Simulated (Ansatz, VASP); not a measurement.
# Au: VASP beside Ansatz

Contents of INCAR:

```
SYSTEM = Au
PREC     = Accurate       ! precision mode
ENCUT    = 520            ! plane-wave cutoff, eV
EDIFF    = 1E-6           ! SCF threshold, eV
ISMEAR   = 0              ! smearing method
SIGMA    = 0.1            ! smearing width, eV
LREAL    = .FALSE.        ! projectors in reciprocal space
LASPH    = .TRUE.         ! aspherical terms in the spheres
NELM     = 80             ! most SCF steps
ALGO     = Normal         ! electronic algorithm
ISIF     = 2              ! what is computed and relaxed
LWAVE    = .FALSE.        ! write WAVECAR
LCHARG   = .TRUE.         ! write CHGCAR
GGA      = PE             ! functional
LELF     = .TRUE.         ! ELF
LVHAR    = .TRUE.       
NBANDS   = 24             ! bands
```

Contents of KPOINTS:

```
regular mesh
0
G
  12 12 12
  0 0 0
```

Contents of POSCAR:

```
Au
1.0
    3.8158434957      0.0000000000      0.0000000000
    0.0000000000      3.8158434957      0.0000000000
    0.0000000000      0.0000000000      3.8158434957
Au
3
Direct
    0.5000000000      0.0000000000      0.0000000000
    0.0000000000      0.5000000000      0.0000000000
    0.0000000000      0.0000000000      0.5000000000
```

Input for Ansatz:

```yaml
crystal:
  lattice:
    - [3.8158434957, 0.0, 0.0]
    - [0.0, 3.8158434957, 0.0]
    - [0.0, 0.0, 3.8158434957]
  atoms:
    - { symbol: Au, position: [0.5, 0.0, 0.0] }
    - { symbol: Au, position: [0.0, 0.5, 0.0] }
    - { symbol: Au, position: [0.0, 0.0, 0.5] }
basis:
  ecutwfc: 420
kpoints:
  mp_grid: { grid: [12, 12, 12] }
hamiltonian:
  xc: pbe
scf:
  occupations: { method: gaussian, width: 0.1 }
output:
  forces: true
  stress: true
  eigenvalues: true
```

Alike in both runs: task single point; functional PBE; k mesh 12 × 12 × 12; occupations gaussian, width 0.1 eV; no spin polarisation.

|  | VASP | Ansatz |
| --- | --- | --- |
| version | VASP 6.6.1 | Ansatz 0.2.0 |
| potentials or method | VASP PAW PBE potentials, release 64 (Au), cutoff 520 eV | scalar-relativistic, plane waves, PAW |
| valence electrons in the cell | 33 | 57 |

|  | VASP | Ansatz | Ansatz less VASP |
| --- | --- | --- | --- |
| gap on the k mesh at the Fermi level (eV) | none | none | - |
| pressure (GPa) | 20.2 | 20.6 | +0.34 |

A gap of «none» marks a metal or a gap that the smearing closes. With one functional, cell and mesh, what is left measures potentials, basis and numerics. VASP's potentials hold 33 valence electrons a cell and Ansatz's 57, so a difference there can come from the potentials and not from the codes.

Spin-orbit coupling is off throughout.
